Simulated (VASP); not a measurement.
# BiSbTe2S (P4/mmm) in VASP: notebook, part 2 of 2

VASP 6.6.1.

## Step 3: Single point, PBE

This run uses another cell than the first one, of 35.47 Å³/atom.

The input, INCAR:

```
  PREC = Accurate
  ENCUT = 520
  EDIFF = 1E-6
  ISMEAR = 0
  SIGMA = 0.1
  LREAL = False
  LASPH = True
  NELM = 60
  ALGO = Normal
  ISIF = 2
  LWAVE = False
  LCHARG = False
  GGA = PE
  NBANDS = 27
```

The input, KPOINTS:

```
regular mesh
0
Gamma
  8 8 8
```

The input, POSCAR:

```
BiSbTe2S
1.0
    5.9423418895      0.0000000000      0.0000000000
    0.0000000000      5.9423418895      0.0000000000
    0.0000000000      0.0000000000      5.0218655730
Sb Bi Te S
1 1 2 1
Direct
    0.5000000000      0.5000000000      0.5000000000
    0.0000000000      0.0000000000      0.0000000000
    0.0000000000      0.5000000000      0.0000000000
    0.5000000000      0.0000000000      0.0000000000
    0.0000000000      0.0000000000      0.5000000000
```

Potentials or basis: VASP PAW PBE potentials, release 64 (Sb, Bi_d, Te, S).

Started as:

```sh
> cat potpaw_PBE.64/Sb/POTCAR potpaw_PBE.64/Bi_d/POTCAR potpaw_PBE.64/Te/POTCAR potpaw_PBE.64/S/POTCAR > POTCAR
> mpirun -np 1 vasp_std > vasp.out
```

OUTCAR:

```text
PREC = Accurate
   ENCUT = 520
   EDIFF = 1E-6
   ISMEAR = 0
   LREAL = False
   LASPH = True
   NELM = 60
   ISIF = 2
   GGA = PE

 ion  position               nearest neighbor table
   1  0.500  0.500  0.500-
   2  0.000  0.000  0.000-   5 2.51   5 2.51   3 2.97   4 2.97   3 2.97   4 2.97
   3  0.000  0.500  0.000-   2 2.97   2 2.97
   4  0.500  0.000  0.000-   2 2.97   2 2.97
   5  0.000  0.000  0.500-   2 2.51   2 2.51

  LATTYP: Found a simple tetragonal cell.
 ALAT       =     5.9423418895
 C/A-ratio  =     0.8450987281

  Lattice vectors:

 A1 = (   5.9423418895,   0.0000000000,   0.0000000000)
 A2 = (   0.0000000000,   5.9423418895,   0.0000000000)
 A3 = (   0.0000000000,   0.0000000000,   5.0218655730)

Analysis of symmetry for initial positions (statically):
=====================================================================
 Subroutine PRICEL returns:
 Original cell was already a primitive cell.

 Routine SETGRP: Setting up the symmetry group for a
 simple tetragonal supercell.

 Subroutine GETGRP returns: Found 16 space group operations
 (whereof 16 operations were pure point group operations)
 out of a pool of 16 trial point group operations.

The static configuration has the point symmetry D_4h.

Analysis of symmetry for dynamics (positions and initial velocities):
=====================================================================
 Subroutine PRICEL returns:
 Original cell was already a primitive cell.

 Routine SETGRP: Setting up the symmetry group for a
 simple tetragonal supercell.

 Subroutine GETGRP returns: Found 16 space group operations
 (whereof 16 operations were pure point group operations)
 out of a pool of 16 trial point group operations.

The dynamic configuration has the point symmetry D_4h.

 Subroutine INISYM returns: Found 16 space group operations
 (whereof 16 operations are pure point group operations),
 and found     1 'primitive' translations

----------------------------------------------------------------------------------------

                                     Primitive cell

  volume of cell :     177.3292

  direct lattice vectors                    reciprocal lattice vectors
     5.942341889  0.000000000  0.000000000     0.168283821  0.000000000  0.000000000
     0.000000000  5.942341889  0.000000000     0.000000000  0.168283821  0.000000000
     0.000000000  0.000000000  5.021865573     0.000000000  0.000000000  0.199129185

  length of vectors
     5.942341889  5.942341889  5.021865573     0.168283821  0.168283821  0.199129185

  position of ions in fractional coordinates (direct lattice)
     0.500000000  0.500000000  0.500000000
     0.000000000  0.000000000  0.000000000
     0.000000000  0.500000000  0.000000000
     0.500000000  0.000000000  0.000000000
     0.000000000  0.000000000  0.500000000

  ion indices of the primitive-cell ions
   primitive index   ion index
                 1           1
                 2           2
                 3           3
                 4           4
                 5           5

----------------------------------------------------------------------------------------

 KPOINTS: regular mesh

Automatic generation of k-mesh.
 Grid dimensions read from file:
 generate k-points for:    8    8    8

 Generating k-lattice:

  Cartesian coordinates                     Fractional coordinates (reciprocal lattice)
     0.021035478  0.000000000  0.000000000     0.125000000  0.000000000  0.000000000
     0.000000000  0.021035478  0.000000000     0.000000000  0.125000000  0.000000000
     0.000000000  0.000000000  0.024891148     0.000000000  0.000000000  0.125000000

  Length of vectors
     0.021035478  0.021035478  0.024891148

  Shift w.r.t. Gamma in fractional coordinates (k-lattice)
     0.000000000  0.000000000  0.000000000

 Subroutine IBZKPT returns following result:
 ===========================================

 Found     75 irreducible k-points:

 Following reciprocal coordinates:
            Coordinates               Weight
  0.000000  0.000000  0.000000      1.000000
  0.125000  0.000000  0.000000      4.000000
  0.250000  0.000000  0.000000      4.000000
  0.375000  0.000000  0.000000      4.000000
  0.500000  0.000000  0.000000      2.000000
  0.125000  0.125000  0.000000      4.000000
[... 16 lines left out ...]
  0.375000  0.125000  0.125000     16.000000
  0.500000  0.125000  0.125000      8.000000
 [... further k-points ...]
   k-points           NKPTS =     75   k-points in BZ     NKDIM =     75   number of bands    NBANDS=     27
   number of dos      NEDOS =    301   number of ions     NIONS =      5
   total plane-waves  NPLWV =  92160
   dimension x,y,z NGX =    48 NGY =   48 NGZ =   40
   dimension x,y,z NGXF=    96 NGYF=   96 NGZF=   80
   ions per type =               1   1   2   1
   NGX,Y,Z   is equivalent  to a cutoff of  13.43, 13.43, 13.24 a.u.
   NGXF,Y,Z  is equivalent  to a cutoff of  26.86, 26.86, 26.48 a.u.
 SYSTEM =  unknown system
   PREC   = accura    normal or accurate (medium, high low for compatibility)
   ISTART =      0    job   : 0-new  1-cont  2-samecut
   ICHARG =      2    charge: 1-file 2-atom 10-const
   ISPIN  =      1    spin polarized calculation?
   LNONCOLLINEAR =      F non collinear calculations
   LSORBIT =      F    spin-orbit coupling
   LASPH  =      T    aspherical Exc in radial PAW
   ENCUT  =  520.0 eV  38.22 Ry    6.18 a.u.  11.05 11.05  9.34*2*pi/ulx,y,z
   NELM   =     60;   NELMIN=  2; NELMDL= -5     # of ELM steps
   EDIFF  = 0.1E-05   stopping-criterion for ELM
   LREAL  =      F    real-space projection
   EDIFFG = 0.1E-04   stopping-criterion for IOM
   NSW    =      0    number of steps for IOM
   IBRION =     -1    ionic relax: 0-MD 1-quasi-New 2-CG
   NFREE  =      0    steps in history (QN), initial steepest desc. (CG)
   ISIF   =      2    stress and relaxation
   ISYM   =      2    0-nonsym 1-usesym 2-fastsym
   POTIM  = 0.5000    time-step for ionic-motion
   TEBEG  =    0.0;   TEEND  =   0.0 temperature during run
   PSTRESS=    0.0 pullay stress
   NELECT =      38.0000    total number of electrons
   NUPDOWN=      -1.0000    fix difference up-down
   EMIN   =  10.00;   EMAX   =-10.00  energy-range for DOS
   EFERMI =   0.00;   METHOD = LEGACY
   ISMEAR =     0;   SIGMA  =   0.10  broadening in eV -4-tet -1-fermi 0-gaus
   EFERMI_NEDOS =   21; number of points for ismear=-14 and -15
   IALGO  =     38    algorithm
   IMIX   =      4    mixing-type and parameters
     AMIX     =   0.40;   BMIX     =  1.00
     AMIX_MAG =   1.60;   BMIX_MAG =  1.00
  volume/ion in A,a.u.               =      35.47       239.34
  Fermi-wavevector in a.u.,A,eV,Ry     =   0.979661  1.851291 13.058002  0.959736
  Thomas-Fermi vector in A             =   2.110532
   LORBIT       =      0    0 simple, 1 ext, 2 COOP (PROOUT), +10 PAW based schemes
   GGA     = PE    functional components
   LHFCALC =     F    Hartree Fock is set to
   AEXX    =    0.0000 exact exchange contribution
   IVDW    =     0    specifies the selected vdW correction
   LEPSILON=     F    determine dielectric tensor
   LRPA    =     F    only Hartree local field effects (RPA)
 non-spin polarized calculation
 Gauss-broadening in eV      SIGMA  =   0.10
  energy-cutoff  :      520.00
  volume of cell :      177.33
 maximum number of plane-waves:      4848
 NGX is ok and might be reduce to    48
   NGX = 23   NGY = 23   NGZ = 19

 number of electron      38.0000000 magnetization

 Free energy of the ion-electron system (eV)
  ---------------------------------------------------
  ext. energy  EPLUGINS =         0.00000000
  ---------------------------------------------------
  free energy    TOTEN  =       -15.52124701 eV

  energy without entropy =      -15.50617266  energy(sigma->0) =      -15.51370984

 E-fermi :   4.0552     XC(G=0):  -8.7164

 val. band max:        4.0494970269   @ k =   0.5000   0.3750   0.2500
 cond. band min:       4.0569930798   @ k =   0.5000   0.5000   0.1250
 fundamental gap:      0.0074960529
 Fermi energy:         4.0552199855

 k-point     1 :       0.0000    0.0000    0.0000
  band No.  band energies     occupation
      1     -18.9802      2.00000
      2     -18.9509      2.00000
      3     -18.9014      2.00000
      4     -18.8507      2.00000
      5     -18.8507      2.00000
      6      -9.5750      2.00000
[... 19 lines left out ...]
     26       9.2698      0.00000
     27       9.3393      0.00000
[... 667 lines left out ...]
      5     -18.8510      2.00000
      6      -9.2912      2.00000
[... 19 lines left out ...]
     26      10.1138      0.00000
     27      10.6185      0.00000

 [... further k-points ...]
[... 5 lines left out ...]
  --------------------------------------------------------------------------------------
  -------------------------------------------------------------------------------------
  Total       -0.0507025     -0.0507025     -0.1049876      0.0000000      0.0000000      0.0000000
  in kB       -0.4580993     -0.4580993     -0.9485677      0.0000000      0.0000000      0.0000000
  external PRESSURE =      -0.6215888 kB  Pullay stress =       0.0000000 kB

 VOLUME and BASIS-vectors are now :
 -----------------------------------------------------------------------------
  energy-cutoff  :      520.00
  volume of cell :      177.33
      direct lattice vectors                 reciprocal lattice vectors
     5.942341889  0.000000000  0.000000000     0.168283821  0.000000000  0.000000000
     0.000000000  5.942341889  0.000000000     0.000000000  0.168283821  0.000000000
     0.000000000  0.000000000  5.021865573     0.000000000  0.000000000  0.199129185

 POSITION                                       TOTAL-FORCE (eV/Angst)
 -----------------------------------------------------------------------------------
      2.97117      2.97117      2.51093         0.000000      0.000000      0.000000
      0.00000      0.00000      0.00000         0.000000      0.000000      0.000000
      0.00000      2.97117      0.00000         0.000000      0.000000      0.000000
      2.97117      0.00000      0.00000         0.000000      0.000000      0.000000
      0.00000      0.00000      2.51093         0.000000      0.000000      0.000000
 -----------------------------------------------------------------------------------
    total drift:                               -0.000000     -0.000000      0.000000

  FREE ENERGIE OF THE ION-ELECTRON SYSTEM (eV)
  ---------------------------------------------------
  free  energy   TOTEN  =       -15.5212470095 eV

  energy  without entropy=      -15.5061726645  energy(sigma->0) =      -15.51370984
```

OSZICAR:

```text
N       E                     dE             d eps       ncg     rms          rms(c)
DAV:   1     0.284486961793E+03    0.28449E+03   -0.15681E+04  4074   0.122E+03
DAV:   2     0.103964251577E+02   -0.27409E+03   -0.26697E+03  4853   0.283E+02
DAV:   3    -0.161892011340E+02   -0.26586E+02   -0.26102E+02  5092   0.989E+01
DAV:   4    -0.170741077741E+02   -0.88491E+00   -0.88209E+00  4860   0.211E+01
DAV:   5    -0.171085415622E+02   -0.34434E-01   -0.34427E-01  6049   0.402E+00    0.838E+00
DAV:   6    -0.157371469458E+02    0.13714E+01   -0.94179E+00  5235   0.930E+00    0.634E+00
DAV:   7    -0.155454344972E+02    0.19171E+00   -0.16681E+00  4376   0.420E+00    0.389E+00
DAV:   8    -0.155226121154E+02    0.22822E-01   -0.17787E-01  4859   0.156E+00    0.169E+00
DAV:   9    -0.155207216631E+02    0.18905E-02   -0.20937E-02  4727   0.663E-01    0.413E-01
DAV:  10    -0.155211099799E+02   -0.38832E-03   -0.17473E-03  5060   0.246E-01    0.233E-01
DAV:  11    -0.155212310353E+02   -0.12106E-03   -0.34358E-04  4612   0.108E-01    0.789E-02
DAV:  12    -0.155212461487E+02   -0.15113E-04   -0.49778E-05  4797   0.452E-02    0.251E-02
DAV:  13    -0.155212473821E+02   -0.12335E-05   -0.11395E-05  5781   0.194E-02    0.409E-03
DAV:  14    -0.155212470095E+02    0.37267E-06   -0.11692E-06  2658   0.769E-03
   1 F= -.15521247E+02 E0= -.15513710E+02  d E =-.150743E-01
```

stdout:

```text
POSCAR found type information on POSCAR SbBiTeS
 POSCAR found :  4 types and       5 ions
 scaLAPACK will be used
 LDA part: xc-table for (Slater+PW92), standard interpolation
 POSCAR, INCAR and KPOINTS ok, starting setup
 FFT: planning ... GRIDC
 FFT: planning ... GRID_SOFT
 FFT: planning ... GRID
 WAVECAR not read
 entering main loop
```

It took 8.1 min on 1 thread of AMD EPYC 7R13, shared host; peak memory 0.54 GiB.

What came out:

```yaml
Free_energy: -15.5212 eV
Pressure: -0.1 GPa
Band_gap_on_the_k_mesh: zero (bands 19 and 20 overlap by 0.90 eV)
```

Levels at points of the mesh, in eV from the Fermi level:
```csv
k point,band 16,band 17,band 18,band 19,band 20,band 21,band 22,band 23
"(0.00, 0.00, 0.00)",-1.52,-0.62,-0.62,-0.46,1.33,1.35,1.35,4.16
"(0.50, 0.00, 0.00)",-1.01,-0.93,-0.62,-0.53,0.25,0.75,1.22,1.96
"(0.50, 0.50, 0.00)",-0.92,-0.84,-0.26,-0.25,-0.25,-0.05,0.04,1.78
"(0.00, 0.00, 0.50)",-1.24,-0.85,-0.85,-0.79,0.03,0.03,0.50,2.83
"(0.50, 0.00, 0.50)",-1.41,-0.95,-0.49,0.02,0.18,1.00,1.21,1.91
"(0.50, 0.50, 0.50)",-0.18,-0.18,0.15,0.36,0.36,1.44,1.44,1.53
```

Caveat: spin-orbit coupling is left out, which moves the levels of the heavy elements.
